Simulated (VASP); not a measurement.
CuI, 4 atoms in the cell. It takes space group P6_3/mmc (No. 194, hexagonal). Conventional cell: a = 4.390 Å, b = 4.390 Å, c = 8.096 Å, α = 90.00°, β = 90.00°, γ = 120.00°. Within 3.3 Å of Cu (site symmetry -6m2) lie 3 I at 2.53 Å. Within 3.3 Å of I (site symmetry -6m2) lie 3 Cu at 2.53 Å. 

```yaml
Program: VASP 6.6.1
Task: single point
Functional: PBE
Potentials_or_basis: VASP PAW PBE potentials, release 64 (Cu, I)
Cutoff: 520 eV
k_mesh: 6 × 6 × 4
Occupations: gaussian, width 0.01 eV
Spin: no spin polarisation
Dipole_correction: no
Further_INCAR_settings: ALGO = Normal; EDIFF = 1e-07; NBANDS = 26
```

Potentials or basis: VASP PAW PBE potentials, release 64 (Cu, I).

Run with:

```bash
$ cat potpaw_PBE.64/Cu/POTCAR potpaw_PBE.64/I/POTCAR > POTCAR
$ mpirun -np 1 vasp_std > vasp.out
```

Hardware: 1 thread of Intel Xeon 8259CL, with other jobs on the host.

**Question.** How long does it take, and how much memory?

**Answer.** It took 2.8 min on 1 thread of Intel Xeon 8259CL, on a shared host, peak memory 0.29 GiB. Counts: scf iterations 16, k points 21.
